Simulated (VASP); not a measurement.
# Br (Cmce) in VASP: a series of runs

Runs on Br. Level: PBE. Tasks: single point.

All numbers are computed with VASP 6.6.1; they aren't measurements. Logs are shortened: lines on timing, memory, paths and dates and some standing lists are left out, and cuts for length are marked.

## 1. The cell of the first run

Symmetry: Cmce, No. 64, orthorhombic system. The conventional cell has a = 6.815 Å, b = 4.706 Å, c = 8.817 Å, α = 90.00°, β = 90.00°, γ = 90.00°. Within 3.1 Å of Br (site symmetry m) lie 1 Br at 2.32 Å.

## 2. Single point, PBE

INCAR reads:

```
SYSTEM = Br
PREC     = Accurate       ! precision mode
ENCUT    = 520            ! plane-wave cutoff, eV
EDIFF    = 1E-6           ! SCF threshold, eV
ISMEAR   = -1             ! smearing method
SIGMA    = 0.05           ! smearing width, eV
LREAL    = .FALSE.        ! projectors in reciprocal space
LASPH    = .TRUE.         ! aspherical terms in the spheres
NELM     = 60             ! most SCF steps
ALGO     = Normal         ! electronic algorithm
ISIF     = 2              ! what is computed and relaxed
LWAVE    = .FALSE.        ! write WAVECAR
LCHARG   = .FALSE.        ! write CHGCAR
GGA      = PE             ! functional
NBANDS   = 22             ! bands
```

KPOINTS reads:

```
Automatic mesh
0
G
  6 6 3
  0 0 0
```

POSCAR reads:

```
Br
1.0
    3.4075083649     -2.3531133733      0.0000000000
    3.4075083649      2.3531133733      0.0000000000
    0.0000000000      0.0000000000      8.8168170799
Br
4
Direct
    0.3651000000      0.6349000000      0.3901000000
    0.1349000000      0.8651000000      0.8901000000
    0.6349000000      0.3651000000      0.6099000000
    0.8651000000      0.1349000000      0.1099000000
```

Potentials or basis: VASP PAW PBE potentials, release 64 (Br).

Started as:

```
cat potpaw_PBE.64/Br/POTCAR > POTCAR
mpirun -np 1 vasp_std > vasp.out
```

OUTCAR:

```text
SYSTEM = Br
   PREC = Accurate
   ENCUT = 520
   EDIFF = 1E-6
   ISMEAR = -1
   LREAL = .FALSE.
   LASPH = .TRUE.
   NELM = 60
   ISIF = 2
   GGA = PE

 ion  position               nearest neighbor table
   1  0.365  0.635  0.390-   3 2.32
   2  0.135  0.865  0.890-   4 2.32
   3  0.635  0.365  0.610-   1 2.32
   4  0.865  0.135  0.110-   2 2.32

  LATTYP: Found a base centered orthorhombic cell.
 ALAT       =     4.7062267466
 B/A-ratio  =     1.4480850789
 C/A-ratio  =     1.8734365246

  Lattice vectors:

 A1 = (  -3.4075083649,  -2.3531133733,   0.0000000000)
 A2 = (   3.4075083649,  -2.3531133733,   0.0000000000)
 A3 = (   0.0000000000,   0.0000000000,   8.8168170799)

Analysis of symmetry for initial positions (statically):
=====================================================================
 Subroutine PRICEL returns:
 Original cell was already a primitive cell.

 Routine SETGRP: Setting up the symmetry group for a
 base centered orthorhombic supercell.

 Subroutine GETGRP returns: Found  8 space group operations
 (whereof  4 operations were pure point group operations)
 out of a pool of  8 trial point group operations.

The static configuration has the point symmetry C_2h.
 The point group associated with its full space group is D_2h.

Analysis of symmetry for dynamics (positions and initial velocities):
=====================================================================
 Subroutine PRICEL returns:
 Original cell was already a primitive cell.

 Routine SETGRP: Setting up the symmetry group for a
 base centered orthorhombic supercell.

 Subroutine GETGRP returns: Found  8 space group operations
 (whereof  4 operations were pure point group operations)
 out of a pool of  8 trial point group operations.

The dynamic configuration has the point symmetry C_2h.
 The point group associated with its full space group is D_2h.

 Subroutine INISYM returns: Found  8 space group operations
 (whereof  4 operations are pure point group operations),
 and found     1 'primitive' translations

----------------------------------------------------------------------------------------

                                     Primitive cell

  volume of cell :     141.3909

  direct lattice vectors                    reciprocal lattice vectors
     3.407508365 -2.353113373  0.000000000     0.146734783 -0.212484450  0.000000000
     3.407508365  2.353113373  0.000000000     0.146734783  0.212484450  0.000000000
     0.000000000  0.000000000  8.816817080     0.000000000  0.000000000  0.113419615

  length of vectors
     4.141045255  4.141045255  8.816817080     0.258226137  0.258226137  0.113419615

  position of ions in fractional coordinates (direct lattice)
     0.365100000  0.634900000  0.390100000
     0.134900000  0.865100000  0.890100000
     0.634900000  0.365100000  0.609900000
     0.865100000  0.134900000  0.109900000

  ion indices of the primitive-cell ions
   primitive index   ion index
                 1           1
                 2           2
                 3           3
                 4           4

----------------------------------------------------------------------------------------

 KPOINTS: Automatic mesh

Automatic generation of k-mesh.
 Grid dimensions read from file:
 generate k-points for:    6    6    3

 Generating k-lattice:

  Cartesian coordinates                     Fractional coordinates (reciprocal lattice)
     0.024455797 -0.035414075  0.000000000     0.166666667  0.000000000  0.000000000
     0.024455797  0.035414075  0.000000000     0.000000000  0.166666667  0.000000000
     0.000000000  0.000000000  0.037806538     0.000000000  0.000000000  0.333333333

  Length of vectors
     0.043037689  0.043037689  0.037806538

  Shift w.r.t. Gamma in fractional coordinates (k-lattice)
     0.000000000  0.000000000  0.000000000

 Subroutine IBZKPT returns following result:
 ===========================================

 Found     26 irreducible k-points:

 Following reciprocal coordinates:
            Coordinates               Weight
  0.000000  0.000000  0.000000      1.000000
  0.166667 -0.000000  0.000000      4.000000
  0.333333 -0.000000  0.000000      4.000000
  0.500000 -0.000000  0.000000      2.000000
  0.166667  0.166667  0.000000      2.000000
  0.333333  0.166667  0.000000      4.000000
[... 16 lines left out ...]
  0.333333  0.333333  0.333333      4.000000
  0.500000  0.333333  0.333333      8.000000
 [... further k-points ...]
   k-points           NKPTS =     26   k-points in BZ     NKDIM =     26   number of bands    NBANDS=     22
   number of dos      NEDOS =    301   number of ions     NIONS =      4
   total plane-waves  NPLWV =  71680
   dimension x,y,z NGX =    32 NGY =   32 NGZ =   70
   dimension x,y,z NGXF=    64 NGYF=   64 NGZF=  140
   ions per type =               4
   NGX,Y,Z   is equivalent  to a cutoff of  12.85, 12.85, 13.20 a.u.
   NGXF,Y,Z  is equivalent  to a cutoff of  25.69, 25.69, 26.40 a.u.
 SYSTEM =  Br
   PREC   = accura    normal or accurate (medium, high low for compatibility)
   ISTART =      0    job   : 0-new  1-cont  2-samecut
   ICHARG =      2    charge: 1-file 2-atom 10-const
   ISPIN  =      1    spin polarized calculation?
   LNONCOLLINEAR =      F non collinear calculations
   LSORBIT =      F    spin-orbit coupling
   LASPH  =      T    aspherical Exc in radial PAW
   ENCUT  =  520.0 eV  38.22 Ry    6.18 a.u.   7.70  7.70 16.39*2*pi/ulx,y,z
   NELM   =     60;   NELMIN=  2; NELMDL= -5     # of ELM steps
   EDIFF  = 0.1E-05   stopping-criterion for ELM
   LREAL  =      F    real-space projection
   EDIFFG = 0.1E-04   stopping-criterion for IOM
   NSW    =      0    number of steps for IOM
   IBRION =     -1    ionic relax: 0-MD 1-quasi-New 2-CG
   NFREE  =      0    steps in history (QN), initial steepest desc. (CG)
   ISIF   =      2    stress and relaxation
   ISYM   =      2    0-nonsym 1-usesym 2-fastsym
   POTIM  = 0.5000    time-step for ionic-motion
   TEBEG  =    0.0;   TEEND  =   0.0 temperature during run
   PSTRESS=    0.0 pullay stress
   NELECT =      28.0000    total number of electrons
   NUPDOWN=      -1.0000    fix difference up-down
   EMIN   =  10.00;   EMAX   =-10.00  energy-range for DOS
   EFERMI =   0.00;   METHOD = LEGACY
   ISMEAR =    -1;   SIGMA  =   0.05  broadening in eV -4-tet -1-fermi 0-gaus
   EFERMI_NEDOS =   21; number of points for ismear=-14 and -15
   IALGO  =     38    algorithm
   IMIX   =      4    mixing-type and parameters
     AMIX     =   0.40;   BMIX     =  1.00
     AMIX_MAG =   1.60;   BMIX_MAG =  1.00
  volume/ion in A,a.u.               =      35.35       238.54
  Fermi-wavevector in a.u.,A,eV,Ry     =   0.954231  1.803236 12.388884  0.910557
  Thomas-Fermi vector in A             =   2.082959
   LORBIT       =      0    0 simple, 1 ext, 2 COOP (PROOUT), +10 PAW based schemes
   GGA     = PE    functional components
   LHFCALC =     F    Hartree Fock is set to
   AEXX    =    0.0000 exact exchange contribution
   IVDW    =     0    specifies the selected vdW correction
   LEPSILON=     F    determine dielectric tensor
   LRPA    =     F    only Hartree local field effects (RPA)
 non-spin polarized calculation
  energy-cutoff  :      520.00
  volume of cell :      141.39
 maximum number of plane-waves:      3841
   NGX = 15   NGY = 15   NGZ = 33

 number of electron      27.9999995 magnetization

 Free energy of the ion-electron system (eV)
  ---------------------------------------------------
  ext. energy  EPLUGINS =         0.00000000
  ---------------------------------------------------
  free energy    TOTEN  =        -6.41537923 eV

  energy without entropy =       -6.41537922  energy(sigma->0) =       -6.41537923

 E-fermi :   0.2587     XC(G=0):  -7.6913

 val. band max:       -0.6664761043   @ k =   0.5000   0.5000   0.0000
 cond. band min:       1.1157833454   @ k =   0.0000   0.0000   0.0000
 fundamental gap:      1.7822594497
 Fermi energy:         0.2586688751

 k-point     1 :       0.0000    0.0000    0.0000
  band No.  band energies     occupation
      1     -16.3508      2.00000
      2     -16.0597      2.00000
      3     -13.6956      2.00000
      4     -13.1023      2.00000
      5      -5.3867      2.00000
      6      -4.4833      2.00000
[... 14 lines left out ...]
     21       8.4012      0.00000
     22       8.7071      0.00000

 k-point     2 :       0.1667   -0.0000    0.0000
  band No.  band energies     occupation
      1     -16.3000      2.00000
      2     -16.0447      2.00000
      3     -13.6574      2.00000
      4     -13.1466      2.00000
      5      -5.3863      2.00000
      6      -4.5950      2.00000
[... 14 lines left out ...]
     21       8.2986      0.00000
     22       8.7707      0.00000

 k-point     3 :       0.3333   -0.0000    0.0000
  band No.  band energies     occupation
      1     -16.1802      2.00000
      2     -16.0288      2.00000
      3     -13.5554      2.00000
      4     -13.2644      2.00000
      5      -5.3695      2.00000
      6      -4.9095      2.00000
[... 14 lines left out ...]
     21       8.7015      0.00000
     22       9.3419      0.00000

 k-point     4 :       0.5000   -0.0000    0.0000
  band No.  band energies     occupation
      1     -16.0695      2.00000
      2     -16.0695      2.00000
      3     -13.4149      2.00000
      4     -13.4149      2.00000
      5      -5.2313      2.00000
      6      -5.2313      2.00000
[... 14 lines left out ...]
     21       9.6350      0.00000
     22       9.6350      0.00000

 k-point     5 :       0.1667    0.1667    0.0000
  band No.  band energies     occupation
      1     -16.3013      2.00000
      2     -16.0257      2.00000
      3     -13.6577      2.00000
      4     -13.1041      2.00000
      5      -5.3488      2.00000
      6      -4.5401      2.00000
[... 417 lines left out ...]
 k-point    22 :      -0.1667    0.1667    0.3333
  band No.  band energies     occupation
      1     -16.1720      2.00000
      2     -16.0873      2.00000
      3     -13.4986      2.00000
      4     -13.3332      2.00000
      5      -5.2339      2.00000
      6      -4.9349      2.00000
[... 14 lines left out ...]
     21       8.6264      0.00000
     22       8.8808      0.00000

 k-point    23 :       0.3333    0.3333    0.3333
  band No.  band energies     occupation
      1     -16.1447      2.00000
      2     -16.0240      2.00000
      3     -13.4574      2.00000
      4     -13.2221      2.00000
      5      -5.1433      2.00000
      6      -4.8500      2.00000
[... 14 lines left out ...]
     21       8.4556      0.00000
     22       8.9428      0.00000

 k-point    24 :       0.5000    0.3333    0.3333
  band No.  band energies     occupation
      1     -16.0957      2.00000
      2     -15.9983      2.00000
      3     -13.4375      2.00000
      4     -13.2530      2.00000
      5      -5.1403      2.00000
      6      -4.9108      2.00000
[... 14 lines left out ...]
     21       8.5332      0.00000
     22       9.2993      0.00000

 [... further k-points ...]
[... 5 lines left out ...]
  --------------------------------------------------------------------------------------
  -------------------------------------------------------------------------------------
  Total        0.8513830      0.2129447      0.8261485      0.0000000      0.0000000      0.0000000
  in kB        9.6474810      2.4129913      9.3615352      0.0000000      0.0000000      0.0000000
  external PRESSURE =       7.1406692 kB  Pullay stress =       0.0000000 kB

 VOLUME and BASIS-vectors are now :
 -----------------------------------------------------------------------------
  energy-cutoff  :      520.00
  volume of cell :      141.39
      direct lattice vectors                 reciprocal lattice vectors
     3.407508365 -2.353113373  0.000000000     0.146734783 -0.212484450  0.000000000
     3.407508365  2.353113373  0.000000000     0.146734783  0.212484450  0.000000000
     0.000000000  0.000000000  8.816817080     0.000000000  0.000000000  0.113419615

 POSITION                                       TOTAL-FORCE (eV/Angst)
 -----------------------------------------------------------------------------------
      3.40751      0.63487      3.43944         0.000000      0.173844     -0.418065
      3.40751      1.71824      7.84785         0.000000     -0.173844     -0.418065
      3.40751     -0.63487      5.37738         0.000000     -0.173844      0.418065
      3.40751     -1.71824      0.96897         0.000000      0.173844      0.418065
 -----------------------------------------------------------------------------------
    total drift:                                0.000000      0.000000     -0.000000

  FREE ENERGIE OF THE ION-ELECTRON SYSTEM (eV)
  ---------------------------------------------------
  free  energy   TOTEN  =        -6.4153792325 eV

  energy  without entropy=       -6.4153792223  energy(sigma->0) =       -6.41537923
```

It took 83 s on 1 thread of Intel Xeon 6975P-C, shared host; peak memory 0.25 GiB.

What came out:

| Quantity | Value |
| --- | --- |
| Free energy | -6.4154 eV |
| Pressure | 0.7 GPa |
| Largest force | 0.453 eV/Å |
| Band gap on the k mesh | 1.78 eV, indirect (least direct gap 1.80 eV) |

Forces on the atoms (eV/Å):
```
Br   0.000  0.174 -0.418
Br   0.000 -0.174 -0.418
Br   0.000 -0.174  0.418
Br   0.000  0.174  0.418
```

Stress tensor (GPa, compression positive):
```
0.96 0.00 0.00
0.00 0.24 0.00
0.00 0.00 0.94
```

[end of part 1 of 2]
